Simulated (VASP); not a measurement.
# Zr in VASP: single point with PBEsol

Aim: the single point of Zr with PBEsol.

Program: VASP 6.6.1. These are calculated values, not measurements. Logs are shortened: lines on timing, memory, paths and dates and some standing lists are left out, and cuts for length are marked.

## 1. The cell of the first run

The cell holds a slab with vacuum, 10 atoms: a = 3.183 Å, b = 5.118 Å, c = 26.947 Å, α = 90.00°, β = 90.00°, γ = 90.00°.

## 2. Single point, PBEsol

Contents of INCAR:

```
SYSTEM = Zr
  ALGO = Normal
  DIPOL = 0.5 0.5 0.500
  EDIFF = 1E-6
  ENCUT = 520
  GGA = PS
  IDIPOL = 3
  ISIF = 2
  ISMEAR = 0
  LASPH = .TRUE.
  LCHARG = .FALSE.
  LDIPOL = .TRUE.
  LREAL = .FALSE.
  LWAVE = .FALSE.
  NBANDS = 71
  NELM = 80
  PREC = Accurate
  SIGMA = 0.1
```

Contents of KPOINTS:

```
k-points
0
G
  11 7 1
  0 0 0
```

Contents of POSCAR:

```
Zr
1.0
    3.1834311920      0.0000000000      0.0000000000
    0.0000000000      5.1176265140      0.0000000000
    0.0000000000      0.0000000000     26.9467065619
Zr
10
Direct
    0.0000000000      0.7500000000      0.2826548345
    0.5000000000      0.2500000000      0.3143879425
    0.5000000000      0.7500000000      0.3798392322
    0.0000000000      0.2500000000      0.4152495054
    0.0000000000      0.7500000000      0.4829165779
    0.5000000000      0.2500000000      0.5170834214
    0.5000000000      0.7500000000      0.5847504918
    0.0000000000      0.2500000000      0.6201607693
    0.0000000000      0.7500000000      0.6856120586
    0.5000000000      0.2500000000      0.7173451666
```

Potentials or basis: VASP PAW PBE potentials, release 64 (Zr_sv).

Run with:

```bash
$ cat potpaw_PBE.64/Zr_sv/POTCAR > POTCAR
$ mpirun -np 1 vasp_std > vasp.out
```

OUTCAR:

```text
SYSTEM = Zr
   EDIFF = 1E-6
   ENCUT = 520
   GGA = PS
   ISIF = 2
   ISMEAR = 0
   LASPH = .TRUE.
   LREAL = .FALSE.
   NELM = 80
   PREC = Accurate

 ion  position               nearest neighbor table
   1  0.000  0.750  0.283-   3 3.06   3 3.06   2 3.13   2 3.13   2 3.13   2 3.13
   2  0.500  0.250  0.314-   3 3.11   3 3.11   1 3.13   1 3.13   1 3.13   1 3.13   4 3.15   4 3.15

   3  0.500  0.750  0.380-   1 3.06   1 3.06   2 3.11   2 3.11   4 3.16   4 3.16   4 3.16   4 3.16
                             5 3.20   5 3.20
   4  0.000  0.250  0.415-   5 3.14   5 3.14   2 3.15   2 3.15   3 3.16   3 3.16   3 3.16   3 3.16
                             6 3.17   6 3.17
   5  0.000  0.750  0.483-   4 3.14   4 3.14   6 3.15   6 3.15   6 3.15   6 3.15   7 3.17   7 3.17
                             3 3.20   3 3.20
   6  0.500  0.250  0.517-   7 3.14   7 3.14   5 3.15   5 3.15   5 3.15   5 3.15   4 3.17   4 3.17
                             8 3.20   8 3.20
   7  0.500  0.750  0.585-   6 3.14   6 3.14   9 3.15   9 3.15   8 3.16   8 3.16   8 3.16   8 3.16
                             5 3.17   5 3.17
   8  0.000  0.250  0.620-  10 3.06  10 3.06   9 3.11   9 3.11   7 3.16   7 3.16   7 3.16   7 3.16
                             6 3.20   6 3.20
   9  0.000  0.750  0.686-   8 3.11   8 3.11  10 3.13  10 3.13  10 3.13  10 3.13   7 3.15   7 3.15

  10  0.500  0.250  0.717-   8 3.06   8 3.06   9 3.13   9 3.13   9 3.13   9 3.13

  LATTYP: Found a simple orthorhombic cell.
 ALAT       =     3.1834311920
 B/A-ratio  =     1.6075819471
 C/A-ratio  =     8.4646737865

  Lattice vectors:

 A1 = (   3.1834311920,   0.0000000000,   0.0000000000)
 A2 = (   0.0000000000,   5.1176265140,   0.0000000000)
 A3 = (   0.0000000000,   0.0000000000,  26.9467065619)

Analysis of symmetry for initial positions (statically):
=====================================================================
 Subroutine PRICEL returns:
 Original cell was already a primitive cell.

 Routine SETGRP: Setting up the symmetry group for a
 simple orthorhombic supercell.

 Subroutine GETGRP returns: Found  8 space group operations
 (whereof  2 operations were pure point group operations)
 out of a pool of  8 trial point group operations.

The static configuration has the point symmetry C_1h.
 The point group associated with its full space group is D_2h.

Analysis of symmetry for dynamics (positions and initial velocities):
=====================================================================
 Subroutine PRICEL returns:
 Original cell was already a primitive cell.

 Routine SETGRP: Setting up the symmetry group for a
 simple orthorhombic supercell.

 Subroutine GETGRP returns: Found  8 space group operations
 (whereof  2 operations were pure point group operations)
 out of a pool of  8 trial point group operations.

The dynamic configuration has the point symmetry C_1h.
 The point group associated with its full space group is D_2h.

 Subroutine INISYM returns: Found  8 space group operations
 (whereof  2 operations are pure point group operations),
 and found     1 'primitive' translations

----------------------------------------------------------------------------------------

                                     Primitive cell

  volume of cell :     439.0053

  direct lattice vectors                    reciprocal lattice vectors
     3.183431192  0.000000000  0.000000000     0.314126469  0.000000000  0.000000000
     0.000000000  5.117626514  0.000000000     0.000000000  0.195403083  0.000000000
     0.000000000  0.000000000 26.946706562     0.000000000  0.000000000  0.037110286

  length of vectors
     3.183431192  5.117626514 26.946706562     0.314126469  0.195403083  0.037110286

  position of ions in fractional coordinates (direct lattice)
     0.000000000  0.750000000  0.282654835
     0.500000000  0.250000000  0.314387942
     0.500000000  0.750000000  0.379839232
     0.000000000  0.250000000  0.415249505
     0.000000000  0.750000000  0.482916578
     0.500000000  0.250000000  0.517083421
     0.500000000  0.750000000  0.584750492
     0.000000000  0.250000000  0.620160769
     0.000000000  0.750000000  0.685612059
     0.500000000  0.250000000  0.717345167

  ion indices of the primitive-cell ions
   primitive index   ion index
                 1           1
                 2           2
                 3           3
                 4           4
                 5           5
                 6           6
                 7           7
                 8           8
                 9           9
                10          10

----------------------------------------------------------------------------------------

 KPOINTS: k-points

Automatic generation of k-mesh.
 Grid dimensions read from file:
 generate k-points for:   11    7    1

 Generating k-lattice:

  Cartesian coordinates                     Fractional coordinates (reciprocal lattice)
     0.028556952  0.000000000  0.000000000     0.090909091  0.000000000  0.000000000
     0.000000000  0.027914726  0.000000000     0.000000000  0.142857143  0.000000000
     0.000000000  0.000000000  0.037110286     0.000000000  0.000000000  1.000000000

  Length of vectors
     0.028556952  0.027914726  0.037110286

  Shift w.r.t. Gamma in fractional coordinates (k-lattice)
     0.000000000  0.000000000  0.000000000

 Subroutine IBZKPT returns following result:
 ===========================================

 Found     24 irreducible k-points:

 Following reciprocal coordinates:
            Coordinates               Weight
  0.000000  0.000000  0.000000      1.000000
  0.090909  0.000000  0.000000      2.000000
  0.181818  0.000000  0.000000      2.000000
  0.272727  0.000000  0.000000      2.000000
  0.363636  0.000000  0.000000      2.000000
  0.454545  0.000000  0.000000      2.000000
[... 16 lines left out ...]
  0.363636  0.428571  0.000000      4.000000
  0.454545  0.428571  0.000000      4.000000
   k-points           NKPTS =     24   k-points in BZ     NKDIM =     24   number of bands    NBANDS=     71
   number of dos      NEDOS =    301   number of ions     NIONS =     10
   total plane-waves  NPLWV = 192000
   dimension x,y,z NGX =    24 NGY =   40 NGZ =  200
   dimension x,y,z NGXF=    48 NGYF=   80 NGZF=  400
   ions per type =              10
   NGX,Y,Z   is equivalent  to a cutoff of  12.53, 12.99, 12.34 a.u.
   NGXF,Y,Z  is equivalent  to a cutoff of  25.07, 25.99, 24.68 a.u.
 SYSTEM =  Zr
   PREC   = accura    normal or accurate (medium, high low for compatibility)
   ISTART =      0    job   : 0-new  1-cont  2-samecut
   ICHARG =      2    charge: 1-file 2-atom 10-const
   ISPIN  =      1    spin polarized calculation?
   LNONCOLLINEAR =      F non collinear calculations
   LSORBIT =      F    spin-orbit coupling
   LASPH  =      T    aspherical Exc in radial PAW
   ENCUT  =  520.0 eV  38.22 Ry    6.18 a.u.   5.92  9.52 50.10*2*pi/ulx,y,z
   NELM   =     80;   NELMIN=  2; NELMDL= -5     # of ELM steps
   EDIFF  = 0.1E-05   stopping-criterion for ELM
   LREAL  =      F    real-space projection
   EDIFFG = 0.1E-04   stopping-criterion for IOM
   NSW    =      0    number of steps for IOM
   IBRION =     -1    ionic relax: 0-MD 1-quasi-New 2-CG
   NFREE  =      0    steps in history (QN), initial steepest desc. (CG)
   ISIF   =      2    stress and relaxation
   ISYM   =      2    0-nonsym 1-usesym 2-fastsym
   POTIM  = 0.5000    time-step for ionic-motion
   TEBEG  =    0.0;   TEEND  =   0.0 temperature during run
   PSTRESS=    0.0 pullay stress
   NELECT =     120.0000    total number of electrons
   NUPDOWN=      -1.0000    fix difference up-down
   EMIN   =  10.00;   EMAX   =-10.00  energy-range for DOS
   EFERMI =   0.00;   METHOD = LEGACY
   ISMEAR =     0;   SIGMA  =   0.10  broadening in eV -4-tet -1-fermi 0-gaus
   EFERMI_NEDOS =   21; number of points for ismear=-14 and -15
   IALGO  =     38    algorithm
   IMIX   =      4    mixing-type and parameters
     AMIX     =   0.40;   BMIX     =  1.00
     AMIX_MAG =   1.60;   BMIX_MAG =  1.00
  volume/ion in A,a.u.               =      43.90       296.26
  Fermi-wavevector in a.u.,A,eV,Ry     =   1.062459  2.007756 15.358504  1.128818
  Thomas-Fermi vector in A             =   2.197910
   LORBIT       =      0    0 simple, 1 ext, 2 COOP (PROOUT), +10 PAW based schemes
   GGA     = PS    functional components
   LHFCALC =     F    Hartree Fock is set to
   AEXX    =    0.0000 exact exchange contribution
   IVDW    =     0    specifies the selected vdW correction
   LEPSILON=     F    determine dielectric tensor
   LRPA    =     F    only Hartree local field effects (RPA)
 non-spin polarized calculation
 Gauss-broadening in eV      SIGMA  =   0.10
  energy-cutoff  :      520.00
  volume of cell :      439.01
 maximum number of plane-waves:     11884
 NGX is ok and might be reduce to    24
   NGX = 11   NGY = 19   NGZ =101

 dipolmoment           0.000000      0.000000     -0.000000 electrons x Angstroem

 number of electron     119.9999999 magnetization

 dipolmoment           0.000000      0.000000      0.000002 electrons x Angstroem

 Free energy of the ion-electron system (eV)
  ---------------------------------------------------
  ext. energy  EPLUGINS =         0.00000000
  ---------------------------------------------------
  free energy    TOTEN  =       -87.14800066 eV

  energy without entropy =      -87.07911731  energy(sigma->0) =      -87.11355898

 E-fermi :   2.9115     XC(G=0):  -6.5604

 val. band max:        2.9110849458   @ k =   0.2727   0.1429   0.0000
 cond. band min:       2.9131376007   @ k =   0.0000   0.1429   0.0000
 fundamental gap:      0.0020526549
 Fermi energy:         2.9114609489

 k-point     1 :       0.0000    0.0000    0.0000
  band No.  band energies     occupation
      1     -45.9787      2.00000
      2     -45.9787      2.00000
      3     -45.7060      2.00000
      4     -45.6723      2.00000
      5     -45.6409      2.00000
      6     -45.5998      2.00000
[... 1765 lines left out ...]
     70       4.5345      0.00000
     71       4.7757      0.00000

------------------------ aborting loop because EDIFF is reached ----------------------------------------

 vacuum level on the upper side and lower side of the slab       (xc-potential included)        -0.146        -0.146

  FORCE on cell =-STRESS in cart. coord.  units (eV):
  Direction    XX          YY          ZZ          XY          YZ          ZX
  --------------------------------------------------------------------------------------
  -------------------------------------------------------------------------------------
  Total       -4.7358780     -2.2247357      0.0333570     -0.0000000      0.0000000      0.0000000
  in kB      -17.2838838     -8.1193125      0.1217386     -0.0000000      0.0000000      0.0000000
  external PRESSURE =      -8.4271526 kB  Pullay stress =       0.0000000 kB

 VOLUME and BASIS-vectors are now :
 -----------------------------------------------------------------------------
  energy-cutoff  :      520.00
  volume of cell :      439.01
      direct lattice vectors                 reciprocal lattice vectors
     3.183431192  0.000000000  0.000000000     0.314126469  0.000000000  0.000000000
     0.000000000  5.117626514  0.000000000     0.000000000  0.195403083  0.000000000
     0.000000000  0.000000000 26.946706562     0.000000000  0.000000000  0.037110286

 POSITION                                       TOTAL-FORCE (eV/Angst)
 -----------------------------------------------------------------------------------
      0.00000      3.83822      7.61662         0.000000     -0.000000     -0.006724
      1.59172      1.27941      8.47172        -0.000000      0.000000      0.002150
      1.59172      3.83822     10.23542        -0.000000     -0.000000     -0.019118
      0.00000      1.27941     11.18961        -0.000000     -0.000000      0.014539
      0.00000      3.83822     13.01301        -0.000000     -0.000000     -0.012149
      1.59172      1.27941     13.93370        -0.000000      0.000000      0.012149
      1.59172      3.83822     15.75710        -0.000000     -0.000000     -0.014539
      0.00000      1.27941     16.71129        -0.000000     -0.000000      0.019118
      0.00000      3.83822     18.47499        -0.000000      0.000000     -0.002150
      1.59172      1.27941     19.33009         0.000000     -0.000000      0.006724
 -----------------------------------------------------------------------------------
    total drift:                                0.000000     -0.000000      0.000419

  FREE ENERGIE OF THE ION-ELECTRON SYSTEM (eV)
  ---------------------------------------------------
  free  energy   TOTEN  =       -87.1480006591 eV

  energy  without entropy=      -87.0791173092  energy(sigma->0) =      -87.11355898

 vacuum level on the upper side and lower side of the slab         6.675         6.675
```

Wall time 25 min (1 thread of Intel Xeon Platinum 8488C (Sapphire Rapids), shared host); peak memory 0.73 GiB.

Results:

```
Free energy            : -87.1480 eV
Largest force          : 0.019 eV/Å
Band gap on the k mesh : zero (bands 60 and 61 overlap by 0.46 eV)
```

Forces in eV/Å, atoms in the order of the input:
```
Zr   0.000  0.000 -0.007
Zr   0.000  0.000  0.002
Zr   0.000  0.000 -0.019
Zr   0.000  0.000  0.015
Zr   0.000  0.000 -0.012
Zr   0.000  0.000  0.012
Zr   0.000  0.000 -0.015
Zr   0.000  0.000  0.019
Zr   0.000  0.000 -0.002
Zr   0.000  0.000  0.007
```

Caveat: the PAW data sets were made with another functional, which shifts forces and pressure a little.
